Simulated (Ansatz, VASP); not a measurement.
# One calculation of TaN, two programs

The input INCAR:

```
SYSTEM = TaN
PREC = Accurate
ENCUT = 520
EDIFF = 1E-6
ISMEAR = 0
SIGMA = 0.028000000000000004
LREAL = .False.
LASPH = .True.
NELM = 60
ALGO = Normal
ISIF = 2
LWAVE = .False.
LCHARG = .False.
GGA = PE
NBANDS = 15
```

KPOINTS

```
Automatic mesh
0
Gamma
  10 10 10
  0 0 0
```

The input POSCAR:

```
TaN
1.0
    0.0000000000      2.2113230000      2.2113230000
    2.2113230000      0.0000000000      2.2113230000
    2.2113230000      2.2113230000      0.0000000000
Ta N
1 1
Direct
    0.5000000000      0.5000000000      0.5000000000
    0.0000000000      0.0000000000      0.0000000000
```

The input input.yaml:

```yaml
crystal:
  lattice:
    - [0.0, 2.211323, 2.211323]
    - [2.211323, 0.0, 2.211323]
    - [2.211323, 2.211323, 0.0]
  atoms:
    - { symbol: Ta, position: [0.5, 0.5, 0.5] }
    - { symbol: "N", position: [0.0, 0.0, 0.0] }
kpoints:
  mp_grid: { grid: [10, 10, 10] }
scf:
  occupations: { method: gaussian, width: 0.028 }
hamiltonian:
  xc: pbe
  pseudopotentials: { kind: all_electron, lapw: { basis_error: 0.001 } }
output:
  forces: true
  stress: true
  eigenvalues: true
```

Alike in both runs: task single point; functional PBE; k mesh 10 × 10 × 10; occupations gaussian, width 0.028 eV; no spin polarisation.

|  | VASP | Ansatz |
| --- | --- | --- |
| version | VASP 6.6.1 | Ansatz 0.2.0 |
| potentials or method | VASP PAW PBE potentials, release 64 (Ta_pv, N), cutoff 520 eV | all-electron LAPW, scalar-relativistic |

Ansatz gave:

- gap on the k mesh at the Fermi level (eV): none
- pressure (GPa): -1.2

Task: What did VASP give for the same quantities?

Result: gap on the k mesh at the Fermi level (eV): none; pressure (GPa): -0.6.

A gap of «none» marks a metal or a gap that the smearing closes. Ansatz ran all-electron here, and VASP with PAW potentials.

Spin-orbit coupling is off throughout.
